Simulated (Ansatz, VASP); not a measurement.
## ZnO: VASP beside Ansatz

Contents of POSCAR:

```
ZnO
1.0
    0.0000000000      2.1444392384      2.1444392384
    2.1444392384      0.0000000000      2.1444392384
    2.1444392384      2.1444392384      0.0000000000
Zn O
1 1
Direct
    0.0000000000      0.0000000000      0.0000000000
    0.5000000000      0.5000000000      0.5000000000
```

The input INCAR.step1:

```
SYSTEM = ZnO
PREC = Accurate
ENCUT = 520
ISMEAR = 0
SIGMA = 0.01
LREAL = .FALSE.
LASPH = .TRUE.
NELM = 80
NBANDS = 16
GGA = PE
ALGO = Normal
EDIFF = 1E-4
LWAVE = .TRUE.
LCHARG = .FALSE.
```

INCAR.step2

```
SYSTEM = ZnO
PREC = Accurate
ENCUT = 520
EDIFF = 1E-6
ISMEAR = 0
SIGMA = 0.01
LREAL = .FALSE.
LASPH = .TRUE.
NELM = 80
ALGO = Normal
ISIF = 2
LWAVE = .FALSE.
LCHARG = .FALSE.
METAGGA = R2SCAN
LMIXTAU = .TRUE.
NBANDS = 16
ISTART = 1
```

Contents of KPOINTS:

```
Automatic mesh
0
G
  10 10 10
  0 0 0
```

Input for Ansatz:

```yaml
crystal:
  lattice:
    - [0.0, 2.1444392384, 2.1444392384]
    - [2.1444392384, 0.0, 2.1444392384]
    - [2.1444392384, 2.1444392384, 0.0]
  atoms:
    - { symbol: Zn, position: [0.0, 0.0, 0.0] }
    - { symbol: O, position: [0.5, 0.5, 0.5] }
kpoints:
  mp_grid: { grid: [10, 10, 10] }
  band_path:
    path:
      - [0.0, 0.0, 0.0]
      - [0.5, 0.0, 0.5]
      - [0.625, 0.25, 0.625]
      - [0.375, 0.375, 0.75]
      - [0.5, 0.5, 0.5]
      - [0.5, 0.25, 0.75]
    npoints: 1
hamiltonian:
  xc: r2scan
scf:
  occupations: { method: fixed }
  n_extra_bands: 4
output:
  forces: true
  stress: true
  eigenvalues: true
```

Change from the starting cell: hydrostatic strain +0.5%.

Alike in both runs: task single point; functional r2SCAN; k mesh 10 × 10 × 10; no spin polarisation.

|  | VASP | Ansatz |
| --- | --- | --- |
| version | VASP 6.6.1 | Ansatz 0.2.0 |
| potentials or method | VASP PAW PBE potentials, release 64 (Zn, O) | plane waves, PAW |
| plane-wave cutoff (eV) | 520 | 500 |
| occupations | gaussian, width 0.01 eV | fixed |
| valence electrons in the cell | 18 | 18 |

VASP gave:

| Property | Result |
| --- | --- |
| gap on the k mesh at the Fermi level (eV) | 1.47 |
| pressure (GPa) | -1.3 |

**Question.** Estimate Ansatz's values.

**Answer.** gap on the k mesh at the Fermi level (eV): 1.49; pressure (GPa): -2.8.

VASP's potentials were made for PBE, not for r2SCAN.
